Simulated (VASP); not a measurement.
Here is a VASP 6.6.1 calculation.

Contents of POSCAR:

```
Be5Au
1.0
    0.0000000000      2.9877978452      2.9877978452
    2.9877978452      0.0000000000      2.9877978452
    2.9877978452      2.9877978452      0.0000000000
Be Au
5 1
Direct
    0.3753427184      0.8739718448      0.3753427184
    0.3753427184      0.3753427184      0.8739718448
    0.3753427184      0.3753427184      0.3753427184
    0.8739718448      0.3753427184      0.3753427184
    0.7500000000      0.7500000000      0.7500000000
    0.0000000000      0.0000000000      0.0000000000
```

INCAR.step1

```
SYSTEM = Be5Au
PREC = Accurate
ENCUT = 520
ISMEAR = 0
SIGMA = 0.1
LREAL = .False.
LASPH = .True.
NELM = 100
NBANDS = 20
GGA = PE
ALGO = Normal
EDIFF = 1E-4
LWAVE = .True.
LCHARG = .False.
```

File INCAR.step2:

```
SYSTEM = Be5Au
PREC = Accurate
ENCUT = 520
EDIFF = 1E-6
ISMEAR = 0
SIGMA = 0.1
LREAL = .False.
LASPH = .True.
NELM = 100
ALGO = Normal
ISIF = 2
LWAVE = .False.
LCHARG = .True.
METAGGA = R2SCAN
LMIXTAU = .True.
LELF = .True.
LVHAR = .True.
NBANDS = 20
ISTART = 1
```

File KPOINTS:

```
Automatic mesh
0
Gamma
  10 10 10
  0 0 0
```

Potentials or basis: VASP PAW PBE potentials, release 64 (Be, Au).

Run with:

```sh
$ cat potpaw_PBE.64/Be/POTCAR potpaw_PBE.64/Au/POTCAR > POTCAR
$ cp INCAR.step1 INCAR
$ mpirun -np 1 vasp_std > vasp.out
$ cp INCAR.step2 INCAR
$ mpirun -np 1 vasp_std > vasp.out
```

(1) Predict the largest force.

(2) Estimate the pressure.

Results:

(1) 0.015 eV/Å.

(2) 10.0 GPa.

Caveat: the cell differs from its parent crystal (equal strain along all axes, cell held: -2.0 %, then relaxed in part); the PAW data sets were made with another functional, which shifts forces and pressure a little.
